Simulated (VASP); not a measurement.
# Gd (P6_3/mmc) in VASP: single point with PBE

Aim: the single point of Gd with PBE.

Everything below comes from runs of VASP 6.6.1. Logs are shortened: lines on timing, memory, paths and dates and some standing lists are left out, and cuts for length are marked.

## (1) The cell of the first run

The structure is hexagonal, space group P6_3/mmc (No. 194). Conventional cell: a = 3.381 Å, b = 3.381 Å, c = 5.437 Å, α = 90.00°, β = 90.00°, γ = 120.00°. Gd (site symmetry -6m2) has 12 Gd at 3.35 to 3.38 Å within 4.4 Å.

## (2) Single point, PBE, collinear spin, ferromagnetic start

Input file INCAR:

```
ALGO     = Normal         # electronic algorithm
EDIFF    = 1E-6           # SCF threshold, eV
ENCUT    = 520            # plane-wave cutoff, eV
GGA      = PE             # functional
ISIF     = 2              # what is computed and relaxed
ISMEAR   = -1             # smearing method
ISPIN    = 2              # spin polarisation
LASPH    = T              # aspherical terms in the spheres
LCHARG   = F              # write CHGCAR
LMAXMIX  = 6              # l up to which the mixer works
LORBIT   = 11             # projections on sites
LREAL    = F              # projectors in reciprocal space
LWAVE    = F              # write WAVECAR
MAGMOM   = 7 7            # initial moments
NBANDS   = 29             # bands
NELM     = 150            # most SCF steps
PREC     = Accurate       # precision mode
SIGMA    = 0.05           # smearing width, eV
```

Input file KPOINTS:

```
k-points
0
Gamma
  12 12 7
```

Input file POSCAR:

```
Gd
1.0
    3.3806322019      0.0000000000      0.0000000000
   -1.6903161010      2.9277133676      0.0000000000
    0.0000000000      0.0000000000      5.4365745865
Gd
2
Direct
    0.3333333333      0.6666666667      0.2500000000
    0.6666666667      0.3333333333      0.7500000000
```

Potentials or basis: VASP PAW PBE potentials, release 64 (Gd).

The run is started by

```sh
$ cat potpaw_PBE.64/Gd/POTCAR > POTCAR
$ mpirun -np 1 vasp_std > vasp.out
```

OUTCAR:

```text
EDIFF = 1E-6
   ENCUT = 520
   GGA = PE
   ISIF = 2
   ISMEAR = -1
   ISPIN = 2
   LASPH = T
   LORBIT = 11
   LREAL = F
   NELM = 150
   PREC = Accurate

 ion  position               nearest neighbor table
   1  0.333  0.667  0.250-   2 3.35   2 3.35   2 3.35   2 3.35   2 3.35   2 3.35
   2  0.667  0.333  0.750-   1 3.35   1 3.35   1 3.35   1 3.35   1 3.35   1 3.35

  LATTYP: Found a hexagonal cell.
 ALAT       =     3.3806322019
 C/A-ratio  =     1.6081532275

  Lattice vectors:

 A1 = (   3.3806322019,   0.0000000000,   0.0000000000)
 A2 = (  -1.6903161010,   2.9277133676,   0.0000000000)
 A3 = (   0.0000000000,   0.0000000000,   5.4365745865)

Analysis of symmetry for initial positions (statically):
=====================================================================
 Subroutine PRICEL returns:
 Original cell was already a primitive cell.

 Routine SETGRP: Setting up the symmetry group for a
 hexagonal supercell.

 Subroutine GETGRP returns: Found 24 space group operations
 (whereof 12 operations were pure point group operations)
 out of a pool of 24 trial point group operations.

The static configuration has the point symmetry D_3d.
 The point group associated with its full space group is D_6h.

Analysis of symmetry for dynamics (positions and initial velocities):
=====================================================================
 Subroutine PRICEL returns:
 Original cell was already a primitive cell.

 Routine SETGRP: Setting up the symmetry group for a
 hexagonal supercell.

 Subroutine GETGRP returns: Found 24 space group operations
 (whereof 12 operations were pure point group operations)
 out of a pool of 24 trial point group operations.

The dynamic configuration has the point symmetry D_3d.
 The point group associated with its full space group is D_6h.

Analysis of structural, dynamic, and magnetic symmetry:
=====================================================================
 Subroutine PRICEL returns:
 Original cell was already a primitive cell.

 Routine SETGRP: Setting up the symmetry group for a
 hexagonal supercell.

 Subroutine GETGRP returns: Found 24 space group operations
 (whereof 12 operations were pure point group operations)
 out of a pool of 24 trial point group operations.

The overall configuration has the point symmetry D_3d.
 The point group associated with its full space group is D_6h.

 Subroutine INISYM returns: Found 24 space group operations
 (whereof 12 operations are pure point group operations),
 and found     1 'primitive' translations

----------------------------------------------------------------------------------------

                                     Primitive cell

  volume of cell :      53.8086

  direct lattice vectors                    reciprocal lattice vectors
     3.380632202  0.000000000  0.000000000     0.295802661  0.170781746  0.000000000
    -1.690316101  2.927713368  0.000000000     0.000000000  0.341563492  0.000000000
     0.000000000  0.000000000  5.436574586     0.000000000  0.000000000  0.183939351

  length of vectors
     3.380632202  3.380632202  5.436574586     0.341563492  0.341563492  0.183939351

  position of ions in fractional coordinates (direct lattice)
     0.333333333  0.666666667  0.250000000
     0.666666667  0.333333333  0.750000000

  ion indices of the primitive-cell ions
   primitive index   ion index
                 1           1
                 2           2

----------------------------------------------------------------------------------------

 KPOINTS: k-points

Automatic generation of k-mesh.
 Grid dimensions read from file:
 generate k-points for:   12   12    7

 Generating k-lattice:

  Cartesian coordinates                     Fractional coordinates (reciprocal lattice)
     0.024650222  0.014231812  0.000000000     0.083333333  0.000000000  0.000000000
     0.000000000  0.028463624  0.000000000     0.000000000  0.083333333  0.000000000
     0.000000000  0.000000000  0.026277050     0.000000000  0.000000000  0.142857143

  Length of vectors
     0.028463624  0.028463624  0.026277050

  Shift w.r.t. Gamma in fractional coordinates (k-lattice)
     0.000000000  0.000000000  0.000000000

 Subroutine IBZKPT returns following result:
 ===========================================

 Found     76 irreducible k-points:

 Following reciprocal coordinates:
            Coordinates               Weight
  0.000000  0.000000  0.000000      1.000000
  0.083333 -0.000000  0.000000      6.000000
  0.166667 -0.000000  0.000000      6.000000
  0.250000 -0.000000  0.000000      6.000000
  0.333333 -0.000000  0.000000      6.000000
  0.416667 -0.000000  0.000000      6.000000
[... 16 lines left out ...]
  0.250000 -0.000000  0.142857     12.000000
  0.333333 -0.000000  0.142857     12.000000
 [... further k-points ...]
   k-points           NKPTS =     76   k-points in BZ     NKDIM =     76   number of bands    NBANDS=     29
   number of dos      NEDOS =    301   number of ions     NIONS =      2
   total plane-waves  NPLWV =  31360
   dimension x,y,z NGX =    28 NGY =   28 NGZ =   40
   dimension x,y,z NGXF=    56 NGYF=   56 NGZF=   80
   ions per type =               2
   NGX,Y,Z   is equivalent  to a cutoff of  13.77, 13.77, 12.23 a.u.
   NGXF,Y,Z  is equivalent  to a cutoff of  27.54, 27.54, 24.46 a.u.
 SYSTEM =  unknown system
   PREC   = accura    normal or accurate (medium, high low for compatibility)
   ISTART =      0    job   : 0-new  1-cont  2-samecut
   ICHARG =      2    charge: 1-file 2-atom 10-const
   ISPIN  =      2    spin polarized calculation?
   LNONCOLLINEAR =      F non collinear calculations
   LSORBIT =      F    spin-orbit coupling
   LASPH  =      T    aspherical Exc in radial PAW
   ENCUT  =  520.0 eV  38.22 Ry    6.18 a.u.   6.29  6.29 10.11*2*pi/ulx,y,z
   NELM   =    150;   NELMIN=  2; NELMDL= -5     # of ELM steps
   EDIFF  = 0.1E-05   stopping-criterion for ELM
   LREAL  =      F    real-space projection
   EDIFFG = 0.1E-04   stopping-criterion for IOM
   NSW    =      0    number of steps for IOM
   IBRION =     -1    ionic relax: 0-MD 1-quasi-New 2-CG
   NFREE  =      0    steps in history (QN), initial steepest desc. (CG)
   ISIF   =      2    stress and relaxation
   ISYM   =      2    0-nonsym 1-usesym 2-fastsym
   POTIM  = 0.5000    time-step for ionic-motion
   TEBEG  =    0.0;   TEEND  =   0.0 temperature during run
   PSTRESS=    0.0 pullay stress
   NELECT =      36.0000    total number of electrons
   NUPDOWN=      -1.0000    fix difference up-down
   EMIN   =  10.00;   EMAX   =-10.00  energy-range for DOS
   EFERMI =   0.00;   METHOD = LEGACY
   ISMEAR =    -1;   SIGMA  =   0.05  broadening in eV -4-tet -1-fermi 0-gaus
   EFERMI_NEDOS =   21; number of points for ismear=-14 and -15
   IALGO  =     38    algorithm
   IMIX   =      4    mixing-type and parameters
     AMIX     =   0.40;   BMIX     =  1.00
     AMIX_MAG =   1.60;   BMIX_MAG =  1.00
  volume/ion in A,a.u.               =      26.90       181.56
  Fermi-wavevector in a.u.,A,eV,Ry     =   1.431831  2.705768 27.893843  2.050140
  Thomas-Fermi vector in A             =   2.551525
   LORBIT       =     11    0 simple, 1 ext, 2 COOP (PROOUT), +10 PAW based schemes
   GGA     = PE    functional components
   LHFCALC =     F    Hartree Fock is set to
   AEXX    =    0.0000 exact exchange contribution
   IVDW    =     0    specifies the selected vdW correction
   LEPSILON=     F    determine dielectric tensor
   LRPA    =     F    only Hartree local field effects (RPA)
 spin polarized calculation
  energy-cutoff  :      520.00
  volume of cell :       53.81
 maximum number of plane-waves:      1466
 NGX is ok and might be reduce to    28
   NGX = 13   NGY = 13   NGZ = 21

 number of electron      36.0000003 magnetization      14.9908334

 Free energy of the ion-electron system (eV)
  ---------------------------------------------------
  ext. energy  EPLUGINS =         0.00000000
  ---------------------------------------------------
  free energy    TOTEN  =       -23.03569349 eV

  energy without entropy =      -23.00490937  energy(sigma->0) =      -23.02030143

 E-fermi :   4.0155     XC(G=0): -10.9357

 val. band max:        4.0110795710   @ k =   0.3333   0.1667   0.4286
 cond. band min:       4.0174328125   @ k =   0.3333   0.2500   0.1429
 fundamental gap:      0.0063532415
 Fermi energy:         4.0154683021

 spin component 1

 k-point     1 :       0.0000    0.0000    0.0000
  band No.  band energies     occupation
      1     -40.9590      1.00000
      2     -40.7990      1.00000
      3     -19.0491      1.00000
      4     -17.8978      1.00000
      5     -17.8978      1.00000
      6     -17.7144      1.00000
[... 21 lines left out ...]
     28       6.0182      0.00000
     29       6.3033      0.00000
[... 705 lines left out ...]
 k-point    24 :       0.3333   -0.0000    0.1429
  band No.  band energies     occupation
      1     -40.8505      1.00000
      2     -40.7671      1.00000
      3     -18.7695      1.00000
      4     -18.5437      1.00000
      5     -18.4476      1.00000
      6     -18.1077      1.00000
[... 21 lines left out ...]
     28       5.7059      0.00000
     29       5.9532      0.00000

 [... further k-points ...]

 spin component 2

 k-point     1 :       0.0000    0.0000    0.0000
  band No.  band energies     occupation
      1     -37.7592      1.00000
      2     -37.5621      1.00000
      3     -16.8983      1.00000
      4     -15.5274      1.00000
      5     -15.5274      1.00000
      6     -15.3153      1.00000
[... 21 lines left out ...]
     28       7.1920      0.00000
     29       7.5267      0.00000
[... 705 lines left out ...]
 k-point    24 :       0.3333   -0.0000    0.1429
  band No.  band energies     occupation
      1     -37.6254      1.00000
      2     -37.5226      1.00000
      3     -16.5667      1.00000
      4     -16.3052      1.00000
      5     -16.1835      1.00000
      6     -15.7779      1.00000
[... 21 lines left out ...]
     28       6.8330      0.00000
     29       7.2301      0.00000

 [... further k-points ...]

------------------------ aborting loop because EDIFF is reached ----------------------------------------

  FORCE on cell =-STRESS in cart. coord.  units (eV):
  Direction    XX          YY          ZZ          XY          YZ          ZX
  --------------------------------------------------------------------------------------
  -------------------------------------------------------------------------------------
  Total        3.4898959      3.4898959      3.5101910     -0.0000000      0.0000000      0.0000000
  in kB      103.9133211    103.9133210    104.5176178     -0.0000000      0.0000000      0.0000000
  external PRESSURE =     104.1147533 kB  Pullay stress =       0.0000000 kB

 VOLUME and BASIS-vectors are now :
 -----------------------------------------------------------------------------
  energy-cutoff  :      520.00
  volume of cell :       53.81
      direct lattice vectors                 reciprocal lattice vectors
     3.380632202  0.000000000  0.000000000     0.295802661  0.170781746  0.000000000
    -1.690316101  2.927713368  0.000000000     0.000000000  0.341563492  0.000000000
     0.000000000  0.000000000  5.436574586     0.000000000  0.000000000  0.183939351

 POSITION                                       TOTAL-FORCE (eV/Angst)
 -----------------------------------------------------------------------------------
     -0.00000      1.95181      1.35914         0.000000      0.000000      0.000000
      1.69032      0.97590      4.07743        -0.000000     -0.000000      0.000000
 -----------------------------------------------------------------------------------
    total drift:                                0.000000     -0.000000      0.000000

  FREE ENERGIE OF THE ION-ELECTRON SYSTEM (eV)
  ---------------------------------------------------
  free  energy   TOTEN  =       -23.0356934899 eV

  energy  without entropy=      -23.0049093729  energy(sigma->0) =      -23.02030143

 total charge

# of ion       s       p       d       f       tot
--------------------------------------------------
    1        2.087   5.553   0.701   6.972  15.313
    2        2.087   5.553   0.701   6.972  15.313
--------------------------------------------------
tot          4.175  11.106   1.401  13.944  30.626

 magnetization (x)

# of ion       s       p       d       f       tot
--------------------------------------------------
    1        0.007  -0.050   0.205   6.810   6.972
    2        0.007  -0.050   0.205   6.810   6.972
--------------------------------------------------
tot          0.015  -0.100   0.411  13.619  13.945
```

Run time: 19 min. Hardware: 1 thread of Intel Xeon 8259CL, shared host; peak memory 0.34 GiB.

What came out:

- Free energy: -23.0357 eV
- Pressure: 10.4 GPa
- Net moment: 14.99 μB per cell
- Site moments: Gd +6.97 μB
- Valence electrons inside the program's atomic spheres: Gd 15.31

Caveat: the cell stands under pressure; spin-orbit coupling is left out, which moves the levels of the heavy elements; semilocal functionals describe open f shells poorly, which spoils levels, moments and volumes. The state reached can hang on the start; a lower one may exist.
